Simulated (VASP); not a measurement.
Write the native input for VASP 6.6.1 that does the following.

```
Task                   : relaxation of cell and atoms
Functional             : PBE
Potentials or basis    : VASP PAW PBE potentials, release 64 (In_d, As)
Cutoff                 : 600 eV
k mesh                 : 16 × 16 × 16
Occupations            : gaussian, width 0.1 eV
Spin                   : no spin polarisation
Dipole correction      : no
Further INCAR settings : ALGO = Normal; EDIFF = 1e-07; IBRION = 2; EDIFFG = -0.01; NSW = 100; ISIF = 3
```

The structure of InAs lies in POSCAR:

```
InAs
1.0
    0.0000000000      3.0239999300      3.0239999300
    3.0239999300      0.0000000000      3.0239999300
    3.0239999300      3.0239999300      0.0000000000
In As
1 1
Direct
    0.0000000000      0.0000000000      0.0000000000
    0.2500000000      0.2500000000      0.2500000000
```

One way to write it, as run:

INCAR

```
ALGO = Normal
EDIFF = 1E-7
EDIFFG = -0.01
ENCUT = 600
GGA = PE
IBRION = 2
ISIF = 3
ISMEAR = 0
LASPH = True
LCHARG = False
LREAL = False
LWAVE = False
NELM = 80
NSW = 100
PREC = Accurate
SIGMA = 0.1
```

KPOINTS

```
k-points
0
Gamma
  16 16 16
```

Potentials or basis: VASP PAW PBE potentials, release 64 (In_d, As).

Command:

```console
$ cat potpaw_PBE.64/In_d/POTCAR potpaw_PBE.64/As/POTCAR > POTCAR
$ mpirun -np 1 vasp_std > vasp.out
```

It gave:

```
Relaxed volume                         : 29.62 Å³/atom
Relaxed cell                           : a = 4.376 Å, b = 4.376 Å, c = 4.376 Å, α = 60.00°, β = 60.00°, γ = 60.00°
Space group after relaxing (to 0.05 Å) : F-43m (No. 216)
Energy gained by relaxing              : 22.8 meV/atom
Ionic steps                            : 3
Pressure after relaxing                : 0.0 GPa
Band gap on the k mesh                 : zero (filled and empty bands touch)
```

Caveat: spin-orbit coupling is left out, which moves the levels of the heavy elements.

Run time: 4.5 min on 1 thread of Intel(R) Xeon(R) Platinum 8375C CPU @ 2.90GHz (Ice Lake), on a shared host, peak memory 0.31 GiB.
